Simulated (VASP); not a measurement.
BN: single point with LDA

BN:

```
B N
1.0
     2.58412    0.00000    0.00000
    -1.29206    2.23791    0.00000
     0.00000    0.00000    6.74525
B N
2 2
Direct
  0.33333 0.66667 0.25000
  0.66667 0.33333 0.75000
  0.33333 0.66667 0.75000
  0.66667 0.33333 0.25000
```

This cell differs from its parent crystal: volume 9.752 Å^3 an atom, c/a of the conventional cell 2.6103.

```yaml
Program: VASP 6.6.1
Task: single point
Functional: LDA
Potentials_or_basis: VASP PAW LDA potentials, release 64 (B, N)
Cutoff: 520 eV
k_mesh: 12 × 12 × 4
Occupations: gaussian, width 0.05 eV
Spin: no spin polarisation
Dipole_correction: no
Further_INCAR_settings: ALGO = Normal; EDIFF = 1e-06; NBANDS = 16
```

| Quantity | Value |
| --- | --- |
| Pressure | -23.3 GPa |
| Band gap on the k mesh | 3.94 eV, indirect (least direct gap 4.27 eV) |

Stress tensor (GPa, compression positive):
```
-34.38   0.00   0.00
  0.00 -34.38   0.00
  0.00   0.00  -1.10
```

Levels at points of the mesh, in eV from the valence-band top:
| k point | band 5 | band 6 | band 7 | band 8 | band 9 | band 10 | band 11 | band 12 |
| --- | --- | --- | --- | --- | --- | --- | --- | --- |
| (0.00, 0.00, 0.00) | -1.45 | -1.45 | -1.41 | -1.41 | 4.82 | 9.51 | 10.65 | 10.65 |
| (0.50, 0.00, 0.00) | -4.02 | -3.96 | -1.38 | -0.37 | 3.94 | 5.25 | 8.61 | 8.94 |
| (0.00, 0.00, 0.50) | -1.43 | -1.43 | -1.43 | -1.43 | 7.03 | 7.03 | 10.72 | 10.72 |
| (0.50, 0.00, 0.50) | -3.99 | -3.99 | -0.85 | -0.85 | 4.38 | 4.38 | 8.93 | 8.93 |

Wall time 19 s on 1 thread of AMD EPYC 9R45 96-Core Processor (Zen 5) (shared host), peak memory 0.12 GiB.

 A k mesh can miss the band edges.
